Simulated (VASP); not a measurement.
# Al32Cu (a cell with a defect) in VASP: further runs

Runs on Al32Cu (a cell with a defect). Level: PBE+D3(BJ). Tasks: single point.

Program: VASP 6.6.1. These are calculated values, not measurements. Logs are shortened: lines on timing, memory, paths and dates and some standing lists are left out, and cuts for length are marked.

## 1. The cell of the first run

The cell holds a defect, 33 atoms: a = 8.100 Å, b = 8.100 Å, c = 8.100 Å, α = 90.00°, β = 90.00°, γ = 90.00°.

## 2. Single point, PBE+D3(BJ)

File INCAR:

```
SYSTEM = Al32Cu
ALGO     = Normal         ! electronic algorithm
EDIFF    = 1E-7           ! SCF threshold, eV
ENCUT    = 520            ! plane-wave cutoff, eV
GGA      = PE             ! functional
ISIF     = 2              ! what is computed and relaxed
ISMEAR   = -1             ! smearing method
IVDW     = 12             ! dispersion correction
LASPH    = .True.         ! aspherical terms in the spheres
LCHARG   = .False.        ! write CHGCAR
LREAL    = Auto         
LWAVE    = .False.        ! write WAVECAR
NBANDS   = 76             ! bands
NELM     = 100            ! most SCF steps
PREC     = Accurate       ! precision mode
SIGMA    = 0.05           ! smearing width, eV
```

File KPOINTS:

```
k-points
0
Gamma
  2 2 2
  0 0 0
```

File POSCAR:

```
Al32Cu
1.0
    8.1000000000      0.0000000000      0.0000000000
    0.0000000000      8.1000000000      0.0000000000
    0.0000000000      0.0000000000      8.1000000000
Al Cu
32 1
Direct
    0.5315862963     -0.0046317284      0.0000285185
    0.7448482716      0.2575834568      0.0000538272
    0.7490109877     -0.0031086420      0.2563232099
   -0.0081595062     -0.0146027160      0.0000845679
    0.2929844444      0.1941540741      0.0001172840
    0.4918283951      0.4903338272      0.0000369136
    0.7204114815      0.7429512346      0.0000597531
    0.2568118519     -0.0088924691      0.2714332099
    0.5043617284      0.2472766667      0.2557660494
    0.7469956790      0.5040341975      0.2552854321
    0.5058253086     -0.0027408642      0.5000453086
    0.7421413580      0.2506754321      0.5000303704
    0.7490244444     -0.0030923457      0.7437550617
   -0.0021350617      0.6002671605      0.0001696296
    0.2738216049      0.7745086420      0.0000633333
   -0.0036430864      0.2434845679      0.2779792593
    0.2404225926      0.4952907407      0.2388518519
    0.4966570370      0.7445572840      0.2565138272
   -0.0020085185      0.0010262963      0.5000719753
    0.2574285185      0.2536803704      0.5000135802
    0.4990123457      0.4985970370      0.5000385185
    0.7433664198      0.7506113580      0.5000796296
    0.2568609877     -0.0088176543      0.7287146914
    0.5043902469      0.2473238272      0.7443160494
    0.7470746914      0.5040400000      0.7448644444
   -0.0015245679      0.7609995062      0.2746660494
   -0.0044066667      0.5003003704      0.5000453086
    0.2539753086      0.7353048148      0.5000872840
   -0.0036633333      0.2434661728      0.7220065432
    0.2404079012      0.4952188889      0.7612320988
    0.4966648148      0.7445228395      0.7435933333
   -0.0014891358      0.7610043210      0.7255725926
    0.0415988889      0.3208108642     -0.0000362963
```

Potentials or basis: VASP PAW PBE potentials, release 64 (Al, Cu).

Started as:

```
cat potpaw_PBE.64/Al/POTCAR potpaw_PBE.64/Cu/POTCAR > POTCAR
mpirun -np 1 vasp_std > vasp.out
```

OUTCAR:

```text
SYSTEM = Al32Cu
   EDIFF = 1E-7
   ENCUT = 520
   GGA = PE
   ISIF = 2
   ISMEAR = -1
   IVDW = 12
   LASPH = .True.
   LREAL = Auto
   NELM = 100
   PREC = Accurate
 IVDW          = 12

 ion  position               nearest neighbor table
   1  0.532  0.995  0.000-   5 2.52   7 2.55  13 2.72   3 2.72   2 2.74  15 2.75   9 2.92  24 2.92
                            31 2.92  18 2.92  23 3.13   8 3.13
   2  0.745  0.258  0.000-  33 2.46   1 2.74   6 2.78  24 2.84   9 2.84  25 2.87  10 2.87   3 2.96
                            13 2.96   4 2.98  16 3.04  29 3.04
   3  0.749  0.997  0.256-   1 2.72  26 2.78  11 2.79  22 2.81  19 2.82  16 2.83   9 2.84  12 2.85
                             4 2.86  18 2.89   7 2.93   2 2.96
   4  0.992  0.985  0.000-  33 2.75  15 2.85   3 2.86  13 2.86  32 2.87  26 2.87   7 2.95   5 2.97
                             2 2.98  16 3.07   8 3.07  23 3.07  29 3.07  14 3.12
   5  0.293  0.194  0.000-  33 2.28   1 2.52   9 2.72  24 2.72   8 2.76  23 2.76   6 2.89   4 2.97
                            17 3.14  30 3.14  16 3.32  29 3.32
   6  0.492  0.490  0.000-   7 2.76   2 2.78  17 2.81  30 2.81  24 2.86   9 2.86   5 2.89  15 2.90
                            31 2.92  18 2.93  10 2.93  25 2.93
   7  0.720  0.743  0.000-  14 2.53   1 2.55  18 2.76  31 2.76   6 2.76  25 2.84  10 2.84   3 2.93
                            13 2.93   4 2.95  32 3.17  26 3.17
   8  0.257  0.991  0.271-  11 2.74   5 2.76  28 2.78  18 2.79  19 2.80  26 2.80  15 2.82  20 2.82
                             9 2.89  16 2.94   4 3.07   1 3.13
   9  0.504  0.247  0.256-   5 2.72  12 2.76  20 2.81  11 2.83   3 2.84  21 2.84   2 2.84   6 2.86
                            10 2.86   8 2.89   1 2.92  17 2.94
  10  0.747  0.504  0.255-  18 2.81  22 2.81  21 2.82  27 2.83   7 2.84  12 2.85   9 2.86   2 2.87
                            26 2.92   6 2.93  16 2.93  14 3.00
  11  0.506  0.997  0.500-   8 2.74  23 2.74  22 2.77   3 2.79  13 2.79  12 2.81   9 2.83  24 2.83
                            18 2.84  31 2.84  20 2.89  28 2.94
  12  0.742  0.251  0.500-  29 2.73  16 2.73  24 2.76   9 2.76  11 2.81  21 2.81   3 2.85  13 2.85
                            10 2.85  25 2.85  27 2.88  19 2.90
  13  0.749  0.997  0.744-   1 2.72  32 2.79  11 2.79  22 2.81  19 2.82  29 2.83  24 2.84  12 2.85
                             4 2.86  31 2.89   7 2.93   2 2.96
  14  0.998  0.600  0.000-  33 2.29   7 2.53  26 2.58  32 2.58  15 2.64  17 2.88  30 2.89  10 3.00
                            25 3.00   4 3.12
  15  0.274  0.775  0.000-  14 2.64   1 2.75  18 2.76  31 2.76   8 2.82  23 2.82   4 2.85   6 2.90
                            17 2.99  30 2.99  32 3.15  26 3.15
  16  0.996  0.243  0.278-  33 2.37  19 2.66  12 2.73  27 2.75  20 2.78   3 2.83  17 2.86  10 2.93
                             8 2.94   2 3.04   4 3.07   5 3.32
  17  0.240  0.495  0.239-   6 2.81  16 2.86  28 2.88  14 2.88  20 2.89  33 2.89  18 2.90  27 2.90
                            26 2.93   9 2.94  21 2.98  15 2.99   5 3.14
  18  0.497  0.745  0.257-   7 2.76  15 2.76  28 2.79   8 2.79  21 2.80  22 2.81  10 2.81  11 2.84
                             3 2.89  17 2.90   1 2.92   6 2.93
  19  0.998  0.001  0.500-  29 2.66  16 2.66  26 2.67  32 2.67   8 2.80  23 2.80  13 2.82   3 2.82
                            22 2.89  12 2.90  20 2.93  28 2.99
  20  0.257  0.254  0.500-  29 2.78  16 2.78  21 2.79   9 2.81  24 2.81   8 2.82  23 2.82  30 2.89
                            17 2.89  11 2.89  27 2.91  19 2.93
  21  0.499  0.499  0.500-  28 2.76  20 2.79  31 2.80  18 2.80  12 2.81  10 2.82  25 2.82  24 2.84
                             9 2.84  22 2.84  17 2.98  30 2.98
  22  0.743  0.751  0.500-  26 2.76  32 2.76  11 2.77  13 2.81   3 2.81  31 2.81  18 2.81  25 2.81
                            10 2.81  21 2.84  27 2.88  19 2.89
  23  0.257  0.991  0.729-  11 2.74   5 2.76  28 2.78  31 2.79  19 2.80  32 2.80  15 2.82  20 2.82
                            24 2.89  29 2.94   4 3.07   1 3.13
  24  0.504  0.247  0.744-   5 2.72  12 2.76  20 2.81  11 2.83  13 2.84  21 2.84   2 2.84   6 2.86
                            25 2.86  23 2.89   1 2.92  30 2.94
  25  0.747  0.504  0.745-  31 2.81  22 2.81  21 2.82  27 2.83   7 2.84  12 2.85  24 2.86   2 2.87
                            32 2.92   6 2.93  29 2.93  14 3.00
  26  0.998  0.761  0.275-  14 2.58  19 2.67  22 2.76  28 2.77   3 2.78  27 2.79   8 2.80   4 2.87
                            10 2.92  17 2.93  15 3.15   7 3.17
  27  0.996  0.500  0.500-  29 2.75  16 2.75  26 2.79  32 2.79  25 2.83  10 2.83  28 2.83  22 2.88
                            12 2.88  30 2.90  17 2.90  20 2.91
  28  0.254  0.735  0.500-  21 2.76  26 2.77  32 2.77   8 2.78  23 2.78  31 2.79  18 2.79  27 2.83
                            30 2.88  17 2.88  11 2.94  19 2.99
  29  0.996  0.243  0.722-  33 2.37  19 2.66  12 2.73  27 2.75  20 2.78  13 2.83  30 2.86  25 2.93
                            23 2.94   2 3.04   4 3.07   5 3.32
[... 37 lines left out ...]
   NGX,Y,Z   is equivalent  to a cutoff of  12.31, 12.31, 12.31 a.u.
   NGXF,Y,Z  is equivalent  to a cutoff of  24.63, 24.63, 24.63 a.u.
 SYSTEM =  Al32Cu
   PREC   = accura    normal or accurate (medium, high low for compatibility)
   ISTART =      0    job   : 0-new  1-cont  2-samecut
   ICHARG =      2    charge: 1-file 2-atom 10-const
   ISPIN  =      1    spin polarized calculation?
   LNONCOLLINEAR =      F non collinear calculations
   LSORBIT =      F    spin-orbit coupling
   LASPH  =      T    aspherical Exc in radial PAW
   ENCUT  =  520.0 eV  38.22 Ry    6.18 a.u.  15.06 15.06 15.06*2*pi/ulx,y,z
   NELM   =    100;   NELMIN=  2; NELMDL= -5     # of ELM steps
   EDIFF  = 0.1E-06   stopping-criterion for ELM
   LREAL  =      T    real-space projection
   EDIFFG = 0.1E-05   stopping-criterion for IOM
   NSW    =      0    number of steps for IOM
   IBRION =     -1    ionic relax: 0-MD 1-quasi-New 2-CG
   NFREE  =      0    steps in history (QN), initial steepest desc. (CG)
   ISIF   =      2    stress and relaxation
   ISYM   =      2    0-nonsym 1-usesym 2-fastsym
   POTIM  = 0.5000    time-step for ionic-motion
   TEBEG  =    0.0;   TEEND  =   0.0 temperature during run
   PSTRESS=    0.0 pullay stress
   NELECT =     107.0000    total number of electrons
   NUPDOWN=      -1.0000    fix difference up-down
   EMIN   =  10.00;   EMAX   =-10.00  energy-range for DOS
   EFERMI =   0.00;   METHOD = LEGACY
   ISMEAR =    -1;   SIGMA  =   0.05  broadening in eV -4-tet -1-fermi 0-gaus
   EFERMI_NEDOS =   21; number of points for ismear=-14 and -15
   IALGO  =     38    algorithm
   IMIX   =      4    mixing-type and parameters
     AMIX     =   0.40;   BMIX     =  1.00
     AMIX_MAG =   1.60;   BMIX_MAG =  1.00
  volume/ion in A,a.u.               =      16.10       108.68
  Fermi-wavevector in a.u.,A,eV,Ry     =   0.959513  1.813218 12.526422  0.920666
  Thomas-Fermi vector in A             =   2.088716
   LORBIT       =      0    0 simple, 1 ext, 2 COOP (PROOUT), +10 PAW based schemes
   GGA     = PE    functional components
   LHFCALC =     F    Hartree Fock is set to
   AEXX    =    0.0000 exact exchange contribution
   IVDW    =    12    specifies the selected vdW correction
   LEPSILON=     F    determine dielectric tensor
   LRPA    =     F    only Hartree local field effects (RPA)
 non-spin polarized calculation
  energy-cutoff  :      520.00
  volume of cell :      531.44
 maximum number of plane-waves:     14400
   NGX = 31   NGY = 31   NGZ = 31

 number of electron     106.9999999 magnetization

 Free energy of the ion-electron system (eV)
  ---------------------------------------------------
  ext. energy  EPLUGINS =         0.00000000
  ---------------------------------------------------
  free energy    TOTEN  =      -122.31877085 eV

  energy without entropy =     -122.21756447  energy(sigma->0) =     -122.26816766

 E-fermi :   7.8448     XC(G=0): -10.2979

 val. band max:        7.8074854411   @ k =   0.5000   0.0000   0.0000
 cond. band min:       7.8591868162   @ k =   0.5000   0.0000   0.0000
 fundamental gap:      0.0517013751
 Fermi energy:         7.8447925830

 k-point     1 :       0.0000    0.0000    0.0000
  band No.  band energies     occupation
      1      -3.0720      2.00000
      2      -1.0142      2.00000
      3      -0.9316      2.00000
      4      -0.7941      2.00000
      5      -0.7780      2.00000
      6      -0.7389      2.00000
[... 533 lines left out ...]
     64      11.2191      0.00000
     65      11.2530      0.00000
 [bands above 65 left out]

------------------------ aborting loop because EDIFF is reached ----------------------------------------

 Edisp (eV)  -11.45817

 E8    (eV) :    -5.1200

  FORCE on cell =-STRESS in cart. coord.  units (eV):
  Direction    XX          YY          ZZ          XY          YZ          ZX
  --------------------------------------------------------------------------------------
  -------------------------------------------------------------------------------------
  Total      -0.25860    -1.18467    -0.80465    -3.25930     0.00606     0.00106
  in kB      -0.77962    -3.57153    -2.42584    -9.82607     0.01827     0.00321
  external pressure =       -2.26 kB  Pullay stress =        0.00 kB

 VOLUME and BASIS-vectors are now :
 -----------------------------------------------------------------------------
  energy-cutoff  :      520.00
  volume of cell :      531.44
      direct lattice vectors                 reciprocal lattice vectors
     8.100000000  0.000000000  0.000000000     0.123456790  0.000000000  0.000000000
     0.000000000  8.100000000  0.000000000     0.000000000  0.123456790  0.000000000
     0.000000000  0.000000000  8.100000000     0.000000000  0.000000000  0.123456790

 POSITION                                       TOTAL-FORCE (eV/Angst)
 -----------------------------------------------------------------------------------
      4.30585      8.06248      0.00023        -0.082461     -0.068528     -0.000494
      6.03327      2.08643      0.00044        -0.115704     -0.072088     -0.000012
      6.06699      8.07482      2.07622        -0.014741     -0.022167     -0.011599
      8.03391      7.98172      0.00068         0.092133      0.084452     -0.000894
      2.37317      1.57265      0.00095         0.122996      0.266669     -0.002099
      3.98381      3.97170      0.00030         0.071637      0.068597      0.000210
[... 25 lines left out ...]
      8.08794      6.16414      5.87714         0.018014     -0.000016      0.043806
      0.33695      2.59857      8.09971        -0.368784     -0.223859      0.000269
 -----------------------------------------------------------------------------------
    total drift:                                0.006765      0.019363      0.000978

  FREE ENERGIE OF THE ION-ELECTRON SYSTEM (eV)
  ---------------------------------------------------
  free  energy   TOTEN  =      -133.7769420679 eV

  energy  without entropy=     -133.6757356808  energy(sigma->0) =     -133.72633887
```

Run time: 15 min. Hardware: 1 thread of Intel Xeon 8259CL, shared host; peak memory 0.58 GiB.

What came out:

| Quantity | Value |
| --- | --- |
| Free energy | -133.7769 eV |
| Pressure | -0.2 GPa |
| Largest force | 0.431 eV/Å |
| Band gap on the k mesh | zero (an odd number of electrons rules out a gap without spin polarisation) |
| Dispersion energy per atom | -0.347 eV |

Forces in eV/Å, atoms in the order of the input:
```
Al  -0.082 -0.069  0.000
Al  -0.116 -0.072  0.000
Al  -0.015 -0.022 -0.012
Al   0.092  0.084 -0.001
Al   0.123  0.267 -0.002
Al   0.072  0.069  0.000
Al   0.101  0.033  0.000
Al   0.024  0.025 -0.071
Al   0.011  0.021  0.008
Al   0.016  0.003  0.001
Al  -0.008  0.003  0.000
Al  -0.012 -0.007 -0.001
Al  -0.015 -0.024  0.013
Al   0.081 -0.046 -0.002
Al  -0.003 -0.032 -0.001
Al  -0.030 -0.011  0.116
Al  -0.005 -0.025 -0.059
Al   0.018  0.002 -0.011
Al   0.015 -0.055 -0.001
Al   0.018 -0.005  0.000
Al  -0.019  0.008  0.001
Al   0.015  0.003  0.000
Al   0.024  0.024  0.071
Al   0.010  0.020 -0.007
Al   0.016  0.003 -0.002
Al   0.017  0.002 -0.043
Al   0.014  0.039  0.001
Al   0.007  0.016  0.001
Al  -0.029 -0.010 -0.115
Al  -0.006 -0.023  0.060
Al   0.018  0.003  0.011
Al   0.018  0.000  0.044
Cu  -0.369 -0.224  0.000
```

Stress tensor (GPa, compression positive):
```
-0.08 -0.98  0.00
-0.98 -0.36  0.00
 0.00  0.00 -0.24
```

Caveat: the k points lie up to 0.39 Å⁻¹ apart, too coarse for converged energies and pressures of a metal.

## 3. Single point, PBE+D3(BJ)

File INCAR:

```
PREC = Accurate
ENCUT = 520
EDIFF = 1E-6
ISMEAR = -1
SIGMA = 0.05
LREAL = Auto
LASPH = T
NELM = 80
ALGO = Normal
ISIF = 2
LWAVE = F
LCHARG = F
GGA = PE
IVDW = 12
NBANDS = 76
```

File KPOINTS:

```
Automatic mesh
0
Gamma
  2 2 2
```

File POSCAR:

```
Al32Cu
1.0
    8.1000000000      0.0000000000      0.0000000000
    0.0000000000      8.1000000000      0.0000000000
    0.0000000000      0.0000000000      8.1000000000
Al Cu
32 1
Direct
    0.5297196296      0.0069571605      0.0001038272
    0.7580425926      0.2596990123      0.0001292593
    0.7533307407      0.0056718519      0.2566392593
   -0.0239176543     -0.0239017284      0.0002306173
    0.2521314815      0.1496516049      0.0001459259
    0.5056570370      0.4930434568      0.0000772840
    0.7192864198      0.7547880247      0.0001488889
    0.2515132099     -0.0108148148      0.2748660494
    0.5027991358      0.2462233333      0.2551055556
    0.7456346914      0.5028125926      0.2560103704
    0.5068245679     -0.0002933333      0.5001116049
    0.7510872840      0.2516288889      0.5001223457
    0.7534183951      0.0056145679      0.7436658025
   -0.0429240741      0.5544533333      0.0003354321
    0.2578475309      0.7647525926      0.0001182716
    0.0096456790      0.2549246914      0.2389865432
    0.2535066667      0.5070351852      0.2781929630
    0.5012217284      0.7534034568      0.2563995062
   -0.0040028395      0.0146330864      0.5001740741
    0.2543543210      0.2500102469      0.5000741975
    0.5078975309      0.4996112346      0.5001201235
    0.7444361728      0.7529445679      0.5001977778
    0.2515866667     -0.0106891358      0.7254222222
    0.5029690123      0.2461955556      0.7450240741
    0.7457444444      0.5028541975      0.7443606173
   -0.0069027160      0.7589660494      0.2710798765
   -0.0074646914      0.4966265432      0.5001776543
    0.2519441975      0.7492412346      0.5002530864
    0.0095982716      0.2548591358      0.7612516049
    0.2536597531      0.5067791358      0.7221000000
    0.5012169136      0.7533703704      0.7439059259
   -0.0067925926      0.7589046914      0.7294308642
    0.2094781481      0.4293920988      0.0002061728
```

Potentials or basis: VASP PAW PBE potentials, release 64 (Al, Cu).

Started as:

```
cat potpaw_PBE.64/Al/POTCAR potpaw_PBE.64/Cu/POTCAR > POTCAR
mpirun -np 1 vasp_std > vasp.out
```

Run time: 15 min. Hardware: 1 thread of Intel Xeon 8259CL, shared host; peak memory 0.58 GiB.

The run converged. Its results:

```
Free energy                : -133.7859 eV
Pressure                   : -0.2 GPa
Largest force              : 0.422 eV/Å
Band gap on the k mesh     : zero (an odd number of electrons rules out a gap without spin polarisation)
Dispersion energy per atom : -0.347 eV
```

Forces in eV/Å, atoms in the order of the input:
```
Al  -0.104 -0.036  0.000
Al  -0.070 -0.071 -0.001
Al  -0.016 -0.003 -0.011
Al   0.007  0.034 -0.001
Al  -0.077  0.051  0.001
Al   0.122  0.071  0.001
Al   0.084  0.067  0.000
Al  -0.018 -0.001 -0.047
Al  -0.015 -0.002  0.004
Al  -0.009 -0.021  0.008
Al  -0.018 -0.001  0.001
Al   0.016 -0.010  0.001
Al  -0.018 -0.002  0.011
Al  -0.120 -0.263 -0.004
Al  -0.090 -0.083  0.000
Al   0.005  0.023 -0.058
Al   0.032  0.009  0.119
Al   0.014  0.022 -0.014
Al  -0.006 -0.015  0.000
Al  -0.016 -0.039  0.000
Al   0.010  0.004  0.000
Al   0.007 -0.003  0.001
Al  -0.019 -0.002  0.046
Al  -0.015 -0.002 -0.001
Al  -0.011 -0.020 -0.009
Al  -0.024 -0.025 -0.070
Al  -0.016  0.007  0.001
Al  -0.015  0.055  0.000
Al   0.005  0.024  0.059
Al   0.030  0.010 -0.115
Al   0.014  0.023  0.014
Al  -0.025 -0.024  0.069
Cu   0.357  0.225 -0.002
```

Stress tensor (GPa, compression positive):
```
-0.10 -0.96 -0.01
-0.96 -0.36  0.00
-0.01  0.00 -0.26
```

Levels at points of the mesh, in eV from the Fermi level:
| k point | band 50 | band 51 | band 52 | band 53 | band 54 | band 55 | band 56 | band 57 |
| --- | --- | --- | --- | --- | --- | --- | --- | --- |
| (0.00, 0.00, 0.00) | -0.29 | 0.06 | 0.16 | 0.35 | 0.43 | 0.55 | 0.56 | 1.02 |
| (0.50, 0.00, 0.00) | -0.29 | -0.24 | -0.18 | -0.08 | -0.04 | 0.01 | 0.18 | 0.30 |
| (0.00, 0.50, 0.00) | -0.34 | -0.21 | -0.19 | -0.17 | -0.07 | -0.05 | 0.08 | 0.46 |
| (0.00, 0.00, 0.50) | -0.30 | -0.20 | -0.14 | -0.14 | -0.12 | 0.12 | 0.15 | 0.33 |
| (0.50, 0.50, 0.00) | -0.37 | -0.30 | -0.19 | 0.17 | 0.83 | 0.90 | 0.98 | 1.01 |
| (0.00, 0.50, 0.50) | -0.38 | -0.28 | -0.21 | 0.10 | 0.77 | 0.92 | 0.94 | 0.98 |
| (0.50, 0.00, 0.50) | -0.30 | -0.28 | -0.23 | -0.12 | 0.75 | 0.82 | 0.94 | 1.02 |
| (0.50, 0.50, 0.50) | -0.60 | -0.56 | -0.53 | -0.45 | -0.41 | -0.38 | -0.38 | -0.27 |

Caveat: the k points lie up to 0.39 Å⁻¹ apart, too coarse for converged energies and pressures of a metal.

The gap in the log of VASP goes by the Fermi energy; the results here count the filled bands.